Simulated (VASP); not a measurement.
Here is a VASP 6.6.1 calculation.

Contents of INCAR:

```
SYSTEM = ZrSi3
PREC = Accurate
ENCUT = 600
EDIFF = 1E-6
ISMEAR = 0
SIGMA = 0.1
LREAL = .FALSE.
LASPH = .TRUE.
NELM = 80
ALGO = Normal
ISIF = 3
LWAVE = .FALSE.
LCHARG = .FALSE.
GGA = PE
IBRION = 2
NSW = 90
EDIFFG = -0.04
```

The input KPOINTS:

```
Automatic mesh
0
G
  6 6 4
  0 0 0
```

Contents of POSCAR:

```
ZrSi3
1.0
    3.9127698900      0.0000000000      0.0000000000
   -1.9563849400      3.3885581200      0.0000000000
    0.0000000000      0.0000000000      5.6684431600
Zr Si
1 3
Direct
    0.0000000000      0.0000000000      0.5000000000
    0.5000000000      0.0000000000      0.0000000000
    0.0000000000      0.5000000000      0.0000000000
    0.5000000000      0.5000000000      0.0000000000
```

Potentials or basis: VASP PAW PBE potentials, release 64 (Zr_sv, Si).

Run with:

```bash
$ cat potpaw_PBE.64/Zr_sv/POTCAR potpaw_PBE.64/Si/POTCAR > POTCAR
$ mpirun -np 1 vasp_std > vasp.out
```

Question: Estimate the relaxed cell.

Answer: a = 5.087 Å, b = 5.087 Å, c = 2.820 Å, α = 90.00°, β = 90.00°, γ = 120.00°.

Question: Estimate the space group after relaxing (to 0.05 Å).

Answer: P6/mmm (No. 191).

Stress tensor (GPa, compression positive):
```
0.06 0.00 0.00
0.00 0.06 0.00
0.00 0.00 0.25
```
